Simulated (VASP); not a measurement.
Set up this calculation in VASP 6.6.1, as the native input.

- Task: single point
- Functional: PBEsol
- Potentials or basis: VASP PAW PBE potentials, release 64 (Se, La, Cu, K_sv)
- Cutoff: 600 eV
- k mesh: 7 × 7 × 2
- Occupations: fermi-dirac, width 0.1 eV
- Spin: no spin polarisation
- Dipole correction: no
- Further INCAR settings: ALGO = Normal; EDIFF = 1e-06; NBANDS = 80

The structure of KLa2CuSe4 lies in POSCAR:

```
KLa2CuSe4
1.0
    4.1236900000      0.0000000000      0.0000000000
    2.0618450000     -6.9714560000      0.0000000000
    0.0000000000      0.0000000000    -14.3512480000
Se La Cu K
8 4 2 2
Direct
    0.4365000000      0.1270000000      0.7500000000
    0.5635000000      0.8730000000      0.2500000000
    0.0000000000      0.0000000000      0.0000000000
    0.0000000000      0.0000000000      0.5000000000
    0.7340000000      0.5320000000      0.8887000000
    0.2660000000      0.4680000000      0.3887000000
    0.2660000000      0.4680000000      0.1113000000
    0.7340000000      0.5320000000      0.6113000000
    0.6342400000      0.7315200000      0.0643600000
    0.3657600000      0.2684800000      0.5643600000
    0.3657600000      0.2684800000      0.9356400000
    0.6342400000      0.7315200000      0.4356400000
    0.8397000000      0.3206000000      0.7500000000
    0.1603000000      0.6794000000      0.2500000000
    0.1129000000      0.7742000000      0.7500000000
    0.8871000000      0.2258000000      0.2500000000
```

One way to write it, as run:

INCAR

```
SYSTEM = KLa2CuSe4
PREC = Accurate ; ENCUT = 600
EDIFF = 1E-6 ; ISMEAR = -1
SIGMA = 0.1 ; LREAL = .False.
LASPH = .True. ; NELM = 200
ALGO = Normal ; ISIF = 2
LWAVE = .False. ; LCHARG = .True.
GGA = PS ; LVHAR = .True.
NBANDS = 80 ; GGA_COMPAT = .False.
LMAXMIX = 6 ; KPAR = 4
```

KPOINTS

```
regular mesh
0
Gamma
  7 7 2
  0 0 0
```

Potentials or basis: VASP PAW PBE potentials, release 64 (Se, La, Cu, K_sv).

Launch:

```console
$ cat potpaw_PBE.64/Se/POTCAR potpaw_PBE.64/La/POTCAR potpaw_PBE.64/Cu/POTCAR potpaw_PBE.64/K_sv/POTCAR > POTCAR
$ mpirun -np 4 vasp_std > vasp.out
```

It gave:

The pressure is 5.2 GPa. The largest force is 0.999 eV/Å and the band gap on the k mesh is 1.01 eV (least direct gap 1.10 eV).

Caveat: the cell stands under pressure; the PAW data sets were made with another functional, which shifts forces and pressure a little; spin-orbit coupling is left out, which moves the levels of the heavy elements; an odd mesh through Γ misses points on the zone boundary, where band edges can lie.

Run time: 17 min on 4 MPI ranks on Intel(R) Xeon(R) Platinum 8488C (Sapphire Rapids), with other jobs on the host, peak memory 1.3 GiB a rank.
